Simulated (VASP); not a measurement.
Runs of VASP 6.6.1 on Ag. The structure is that of space group P6_3/mmc (No. 194), or close to it. The cells are those of the table. This isn't the form of Ag at room conditions, which is fcc.

| cell | further INCAR settings | gap on the mesh (eV) | pressure (GPa) |
| --- | --- | --- | --- |
| a = 2.957, b = 2.957, c = 9.198 Å, angles 90.0, 90.0, 120.0°, 4 atoms | ALGO = Fast; EDIFF = 1e-07; NBANDS = 30 | none | -4.4 |
| a = 2.957, b = 2.957, c = 9.058 Å, angles 90.0, 90.0, 120.0°, 4 atoms | ALGO = Fast; EDIFF = 1e-07; NBANDS = 30 | none | -2.7 |
| a = 2.914, b = 2.914, c = 9.198 Å, angles 90.0, 90.0, 120.0°, 4 atoms | ALGO = Fast; EDIFF = 1e-06; NBANDS = 30 | none | (a) |
| a = 2.828, b = 2.828, c = 9.618 Å, angles 90.0, 90.0, 120.0°, 4 atoms | ALGO = Fast; EDIFF = 1e-06; NBANDS = 30 | none | (b) |
| a = 2.871, b = 2.871, c = 9.478 Å, angles 90.0, 90.0, 120.0°, 4 atoms | ALGO = Fast; EDIFF = 1e-07; NBANDS = 30 | none | -1.8 |

Alike in all rows: task single point; level PBEsol; potentials or basis VASP PAW PBE potentials, release 64 (Ag); no spin polarisation; k mesh 18 × 18 × 6; cutoff (eV) 520; smearing gaussian 0.15 eV.

Problem. Estimate the missing entries.

Solution. (a) -1.6; (b) 0.1.

Caveats: the PAW data sets were made with another functional, which shifts forces and pressure a little; the cell stands under tension (at least some runs); the stress differs along the axes, from -5 to 1 GPa (at least some runs).

A k mesh can miss the band edges, and the runs leave out spin-orbit coupling on Ag.

A gap of «none» marks levels without a gap at the run's occupations.
